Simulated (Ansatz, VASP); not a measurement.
## Bi in VASP and in Ansatz

File INCAR:

```
PREC = Accurate
ENCUT = 520
EDIFF = 1E-6
ISMEAR = -1
SIGMA = 0.03
LREAL = False
LASPH = True
NELM = 100
ALGO = Normal
ISIF = 2
LWAVE = False
LCHARG = False
GGA = PS
NBANDS = 22
```

Contents of KPOINTS:

```
regular mesh
0
Gamma
  9 9 3
```

File POSCAR:

```
Bi
1.0
    4.5085362925      0.0000000000      0.0000000000
   -2.2542681463      3.9045069633      0.0000000000
    0.0000000000      0.0000000000     11.7496083461
Bi
2
Direct
    0.3333333333      0.6666666667      0.2500000000
    0.6666666667      0.3333333333      0.7500000000
```

Input for Ansatz:

```yaml
crystal:
  lattice:
    - [4.5085362925, 0.0, 0.0]
    - [-2.2542681463, 3.9045069633, 0.0]
    - [0.0, 0.0, 11.7496083461]
  atoms:
    - { symbol: Bi, position: [0.3333333333, 0.6666666667, 0.25] }
    - { symbol: Bi, position: [0.6666666667, 0.3333333333, 0.75] }
kpoints:
  mp_grid: { grid: [9, 9, 3] }
  band_path:
    path:
      - [0.0, 0.0, 0.0]
      - [0.5, 0.0, 0.0]
      - [0.3333333333, 0.3333333333, 0.0]
      - [0.0, 0.0, 0.0]
      - [0.0, 0.0, 0.5]
      - [0.5, 0.0, 0.5]
      - [0.3333333333, 0.3333333333, 0.5]
      - [0.0, 0.0, 0.5]
      - [0.5, 0.0, 0.5]
    npoints: 5
scf:
  occupations: { method: fermi_dirac, width: 0.03 }
hamiltonian:
  xc: pbesol
  pseudopotentials: { kind: all_electron, lapw: { basis_error: 0.0005 } }
output:
  forces: true
  stress: true
  eigenvalues: true
```

Change from the starting cell: volume scaled by 0.98.

Alike in both runs: task single point; functional PBEsol; k mesh 9 × 9 × 3; occupations fermi-dirac, width 0.03 eV; no spin polarisation.

|  | VASP | Ansatz |
| --- | --- | --- |
| version | VASP 6.6.1 | Ansatz 0.2.0 |
| potentials or method | VASP PAW PBE potentials, release 64 (Bi_d), cutoff 520 eV | all-electron LAPW, scalar-relativistic |

```csv
,VASP,Ansatz,Ansatz less VASP
pressure (GPa),-3.7,-3.7,+0.03
"traceless stress, the component that is largest in VASP (GPa)",3.25,3.25,0.000
```

VASP's potentials were made for PBE, not for PBEsol. Ansatz ran all-electron here, and VASP with PAW potentials.

Spin-orbit coupling is off throughout.
